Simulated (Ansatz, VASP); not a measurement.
## InP in VASP and in Ansatz

Contents of INCAR:

```
PREC = Accurate
ENCUT = 520
EDIFF = 1E-6
ISMEAR = -1
SIGMA = 0.05
LREAL = F
LASPH = T
NELM = 60
ALGO = Normal
ISIF = 2
LWAVE = F
LCHARG = F
NBANDS = 16
```

The input KPOINTS:

```
regular mesh
0
Gamma
  11 11 11
```

Contents of POSCAR:

```
InP
1.0
    0.0000000000      2.8550000000      2.8835500000
    2.8550000000      0.0000000000      2.8835500000
    2.8550000000      2.8550000000      0.0000000000
In P
1 1
Direct
    0.0000000000      0.0000000000      0.0000000000
    0.5000000000      0.5000000000      0.5000000000
```

Input for Ansatz:

```yaml
crystal:
  lattice:
    - [0.0, 2.855, 2.88355]
    - [2.855, 0.0, 2.88355]
    - [2.855, 2.855, 0.0]
  atoms:
    - { symbol: In, position: [0.0, 0.0, 0.0] }
    - { symbol: P, position: [0.5, 0.5, 0.5] }
kpoints:
  mp_grid: { grid: [11, 11, 11] }
  band_path:
    path:
      - [0.0, 0.0, 0.0]
      - [0.0, 0.5, 0.5]
      - [0.25, 0.75, 0.5]
      - [0.0, 0.5, 0.0]
      - [0.0, 0.0, 0.0]
      - [0.5, 0.5, 0.0]
      - [0.3725370062, 0.6274629938, 0.0]
      - [-0.3725370062, 0.3725370062, 0.0]
      - [0.0, 0.0, 0.0]
    npoints: 5
scf:
  occupations: { method: fermi_dirac, width: 0.05 }
hamiltonian:
  xc: lda
  pseudopotentials: { kind: all_electron, lapw: { basis_error: 0.001 } }
output:
  forces: true
  stress: true
  eigenvalues: true
```

Change from the starting cell: zz strain of +1 %.

Alike in both runs: task single point; functional LDA; k mesh 11 × 11 × 11; occupations fermi-dirac, width 0.05 eV; no spin polarisation.

```csv
,VASP,Ansatz
version,VASP 6.6.1,Ansatz 0.2.0
potentials or method,"VASP PAW LDA potentials, release 64 (In_d, P), cutoff 520 eV","all-electron LAPW, scalar-relativistic"
```

```tsv
	VASP	Ansatz	Ansatz less VASP
pressure (GPa)	-10.0	-10.0	+0.01
traceless stress, the component that is largest in VASP (GPa)	-0.42	-0.42	+0.002
```

LDA's correlation is that of Perdew and Zunger in VASP and of Perdew and Wang (1992) in Ansatz. Ansatz ran all-electron here, and VASP with PAW potentials.
